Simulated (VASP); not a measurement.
Write the native input for VASP 6.6.1 that does the following.

```
Task                    : density of states
Functional              : PBE
Potentials or basis     : VASP PAW PBE potentials, release 64 (Ba_sv, H)
Cutoff                  : 520 eV
k mesh                  : 20 × 20 × 20
Occupations             : gaussian, width 0.1 eV
Spin                    : no spin polarisation
Dipole correction       : no
k mesh for the DOS      : 30 × 30 × 30
Occupations for the DOS : tetrahedron
Further INCAR settings  : ALGO = Normal; EDIFF = 1e-06; NBANDS = 12
```

BaH:

```
Ba H
1.0
    -2.05419    2.05419    2.90417
     2.05419   -2.05419    2.90417
     2.05419    2.05419   -2.90417
Ba H
1 1
Direct
  0.00000 0.00000 0.00000
  0.50000 0.50000 0.00000
```

The input as run:

POSCAR

```
BaH
1.0
   -2.0541866851      2.0541866851      2.9041680576
    2.0541866851     -2.0541866851      2.9041680576
    2.0541866851      2.0541866851     -2.9041680576
Ba H
1 1
Direct
    0.0000000000      0.0000000000      0.0000000000
    0.5000000000      0.5000000000      0.0000000000
```

INCAR.step1

```
ALGO = Normal
EDIFF = 1E-6
ENCUT = 520
GGA = PE
ISIF = 2
ISMEAR = 0
LASPH = True
LCHARG = True
LREAL = False
LWAVE = False
NBANDS = 12
NELM = 100
PREC = Accurate
SIGMA = 0.1
```

KPOINTS.step1

```
k-points
0
Gamma
  20 20 20
```

INCAR.step2

```
ALGO = Normal
EDIFF = 1E-6
ENCUT = 520
GGA = PE
ICHARG = 11
ISIF = 2
ISMEAR = -5
LASPH = True
LCHARG = False
LORBIT = 10
LREAL = False
LWAVE = False
NBANDS = 12
NEDOS = 1001
NELM = 100
PREC = Accurate
SIGMA = 0.1
```

KPOINTS.step2

```
k-points
0
Gamma
  30 30 30
```

Potentials or basis: VASP PAW PBE potentials, release 64 (Ba_sv, H).

Run with:

```console
$ cat potpaw_PBE.64/Ba_sv/POTCAR potpaw_PBE.64/H/POTCAR > POTCAR
$ cp INCAR.step1 INCAR
$ cp KPOINTS.step1 KPOINTS
$ mpirun -np 1 vasp_std > vasp.out
$ cp INCAR.step2 INCAR
$ cp KPOINTS.step2 KPOINTS
$ mpirun -np 1 vasp_std > vasp.out
```

It gave:

* Valence electrons inside the program's atomic spheres: Ba 7.99; H 0.49

Caveat: spin-orbit coupling is left out, which moves the levels of the heavy elements.

Run time: 7 min on 1 thread of AMD EPYC 9R45 96-Core Processor (Zen 5), on a shared host, peak memory 1.2 GiB.
